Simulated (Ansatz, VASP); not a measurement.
Two plane-wave programs on Au

INCAR

```
SYSTEM = Au
PREC = Accurate ; ENCUT = 520
EDIFF = 1E-6 ; ISMEAR = -1
SIGMA = 0.1 ; LREAL = .FALSE.
LASPH = .TRUE. ; NELM = 100
ALGO = Normal ; ISIF = 2
LWAVE = .FALSE. ; LCHARG = .FALSE.
GGA = PE ; NBANDS = 18
```

File KPOINTS:

```
regular mesh
0
G
  14 14 7
  0 0 0
```

Contents of POSCAR:

```
Au
1.0
    2.9913925977      0.0000000000      0.0000000000
   -1.4956962988      2.5906219823      0.0000000000
    0.0000000000      0.0000000000      5.0121088536
Au
2
Direct
    0.3333333333      0.6666666667      0.2500000000
    0.6666666667      0.3333333333      0.7500000000
```

Input for Ansatz:

```yaml
crystal:
  lattice:
    - [2.9913925977, 0.0, 0.0]
    - [-1.4956962988, 2.5906219823, 0.0]
    - [0.0, 0.0, 5.0121088536]
  atoms:
    - { symbol: Au, position: [0.3333333333, 0.6666666667, 0.25] }
    - { symbol: Au, position: [0.6666666667, 0.3333333333, 0.75] }
hamiltonian:
  xc: pbe
  pseudopotentials:
    kind: paw
    azcp:
      Au: "pseudopotentials/Au.paw.azcp"
basis:
  ecutwfc: 420
  fft_grid_basis: typed
kpoints:
  mp_grid: { grid: [14, 14, 7], shift: [0, 0, 0] }
magnetization:
  spin_polarized: false
scf:
  occupations: { method: fermi_dirac, width: 0.1 }
  lower_state_search: "off"
output:
  stress: true
  write_density: true
  write_potential: true
  elf: true
  volumetric_format: npy
```

Alike in both runs: task single point; functional PBE; k mesh 14 × 14 × 7; occupations fermi-dirac, width 0.1 eV; no spin polarisation.

|  | VASP | Ansatz |
| --- | --- | --- |
| version | VASP 6.6.1 | Ansatz 0.2.0 |
| potentials or method | VASP PAW PBE potentials, release 64 (Au), cutoff 520 eV | plane waves (420 eV) with PAW, scalar-relativistic |
| valence electrons in the cell | 22 | 38 |

|  | VASP | Ansatz | Ansatz less VASP |
| --- | --- | --- | --- |
| pressure (GPa) | -8.3 | -8.2 | +0.15 |
| traceless stress, the component that is largest in VASP (GPa) | 0.06 | 0.08 | +0.020 |

VASP's potentials hold 22 valence electrons a cell and Ansatz's 38, so a difference there can come from the potentials and not from the codes.

Spin-orbit coupling is off throughout.
